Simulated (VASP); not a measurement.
Crystal: Tl2PtS3.

```
Tl Pt S
1.0
     3.70092   -0.02778   -0.00206
    -1.87452    3.26276    0.03529
    -0.00612    0.11733   11.03415
Tl Pt S
2 1 3
Direct
  0.29046 0.61230 0.66250
  0.65334 0.36784 0.35217
  0.00300 0.01714 0.97738
  0.34989 0.64264 0.13525
  0.65911 0.32907 0.91063
  0.01710 0.01149 0.50948
```

* Program: VASP 6.6.1
* Task: relaxation of cell and atoms
* Functional: PBEsol
* Potentials or basis: VASP PAW PBE potentials, release 64 (Tl_d, Pt, S)
* Cutoff: 600 eV
* k mesh: 6 × 6 × 2
* Occupations: fermi-dirac, width 0.05 eV
* Spin: no spin polarisation

At the start: pressure 1.9 GPa; volume 22.11 Å³/atom.

Where does the relaxation end?

Over 32 steps the energy falls by 273.6 meV/atom and the volume is 21.95 Å³/atom (-0.7 %); space group P1 (No. 1, to 0.1 Å) before, P-3m1 (No. 164, to 0.1 Å).

The path:
```
step  energy change (eV)  largest force (eV/Å)  pressure (GPa)  volume (Å³)
   1              0.0000                4.2222            1.93       132.65
   2             -1.0335                2.1101           -4.05       137.77
   3             -1.1316                1.7007           -5.56       139.85
   4             -1.3601                2.0651            2.70       125.67
   5             -1.4533                1.0858           -0.72       130.23
   6             -1.5688                0.3519            0.76       127.91
   7             -1.5756                0.3144            1.33       127.21
   8             -1.6020                0.3163           -0.45       130.08
   9             -1.6021                0.3243           -0.57       130.29
  10             -1.6193                0.1469           -0.11       130.13
  11             -1.6214                0.1766            0.13       130.05
  12             -1.6265                0.1547            0.04       130.42
  13             -1.6317                0.2557           -0.16       131.31
  14             -1.6350                0.1673           -0.06       131.33
  15             -1.6379                0.0537            0.19       131.35
  16             -1.6386                0.0487           -0.05       131.76
  17             -1.6387                0.0498           -0.15       131.93
  18             -1.6394                0.0408           -0.10       131.90
  19             -1.6401                0.0714            0.05       131.82
  20             -1.6406                0.0434            0.05       131.90
  21             -1.6407                0.0333            0.05       131.96
  22             -1.6409                0.0246           -0.02       132.09
  23             -1.6410                0.0221           -0.10       132.24
  24             -1.6411                0.0166           -0.01       132.13
  25             -1.6411                0.0163            0.00       132.12
  26             -1.6411                0.0123            0.00       132.10
  27             -1.6412                0.0196           -0.01       132.07
  28             -1.6412                0.0173           -0.01       132.05
  29             -1.6412                0.0119           -0.02       132.00
  30             -1.6413                0.0175           -0.04       131.89
  31             -1.6413                0.0110            0.00       131.82
  32             -1.6413                0.0058            0.03       131.73
```

Final structure:
```
Tl Pt S
1.0
     3.70506   -0.00022   -0.00081
    -1.85323    3.20917    0.00268
     0.00324   -0.00307   11.07887
Tl Pt S
2 1 3
Direct
  0.32616 0.66287 0.67347
  0.66042 0.33007 0.34218
  0.99781 0.99705 0.00800
  0.33079 0.66340 0.11111
  0.66443 0.33063 0.90485
  0.99330 0.99645 0.50779
```

Caveat: the PAW data sets were made with another functional, which shifts forces and pressure a little.
